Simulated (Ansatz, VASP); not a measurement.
Two plane-wave programs on Al3GaN4

Contents of INCAR:

```
SYSTEM = Al3GaN4
  ALGO = Normal
  EDIFF = 1E-6
  ENCUT = 520
  GGA = PS
  ISIF = 2
  ISMEAR = 0
  LASPH = .True.
  LCHARG = .False.
  LREAL = .False.
  LWAVE = .False.
  NBANDS = 31
  NELM = 80
  PREC = Accurate
  SIGMA = 0.05
```

KPOINTS

```
k-points
0
Gamma
  6 6 6
  0 0 0
```

Contents of POSCAR:

```
Al3GaN4
1.0
    4.4952608103     -0.1615208909     -0.1615208909
   -0.1615208909      4.4952608103     -0.1615208909
   -0.1615208909     -0.1615208909      4.4952608103
Al Ga N
3 1 4
Direct
    0.5000000000      0.5000000000      0.0000000000
    0.5000000000      0.0000000000      0.5000000000
    0.0000000000      0.5000000000      0.5000000000
    0.0000000000      0.0000000000      0.0000000000
    0.7447140287      0.7447140287      0.2552859713
    0.7447140287      0.2552859713      0.7447140287
    0.2552859713      0.7447140287      0.7447140287
    0.2552859713      0.2552859713      0.2552859713
```

Input for Ansatz:

```yaml
crystal:
  lattice:
    - [4.4952608103, -0.1615208909, -0.1615208909]
    - [-0.1615208909, 4.4952608103, -0.1615208909]
    - [-0.1615208909, -0.1615208909, 4.4952608103]
  atoms:
    - { symbol: Al, position: [0.5, 0.5, 0.0] }
    - { symbol: Al, position: [0.5, 0.0, 0.5] }
    - { symbol: Al, position: [0.0, 0.5, 0.5] }
    - { symbol: Ga, position: [0.0, 0.0, 0.0] }
    - { symbol: "N", position: [0.7447140287, 0.7447140287, 0.2552859713] }
    - { symbol: "N", position: [0.7447140287, 0.2552859713, 0.7447140287] }
    - { symbol: "N", position: [0.2552859713, 0.7447140287, 0.7447140287] }
    - { symbol: "N", position: [0.2552859713, 0.2552859713, 0.2552859713] }
basis:
  ecutwfc: 520.0
kpoints:
  mp_grid: { grid: [6, 6, 6] }
hamiltonian:
  xc: pbesol
scf:
  occupations: { method: gaussian, width: 0.05 }
output:
  forces: true
  stress: true
  eigenvalues: true
  write_density: true
  write_potential: true
  elf: true
  volumetric_format: npy
```

Change from the starting cell: equal engineering shear yz, xz and xy -0.0733, equal normal strain along x, y and z +0.0200.

Alike in both runs: task single point; functional PBEsol; k mesh 6 × 6 × 6; occupations gaussian, width 0.05 eV; no spin polarisation.

```csv
,VASP,Ansatz
version,VASP 6.6.1,Ansatz 0.2.0
potentials or method,"VASP PAW PBE potentials, release 64 (Al, Ga_d, N), cutoff 520 eV","scalar-relativistic, plane waves, PAW"
valence electrons in the cell,42,42
```

VASP gave:

| Quantity | Value |
| --- | --- |
| gap on the k mesh at the Fermi level (eV) | 2.53 |
| least direct gap on the mesh (eV) | 2.53 |
| pressure (GPa) | -6.7 |
| traceless stress, the component that is largest in VASP (GPa) | 14.67 |
| rms of the force components (eV/Å) | 0.792 |

Task: Which values does Ansatz return?

Result: gap on the k mesh at the Fermi level (eV): 2.52; least direct gap on the mesh (eV): 2.52; pressure (GPa): -6.7; traceless stress, the component that is largest in VASP (GPa): 14.55; rms of the force components (eV/Å): 0.785.

VASP's potentials were made for PBE, not for PBEsol. Atom by atom the forces differ by 0.015 eV/Å (rms over components).
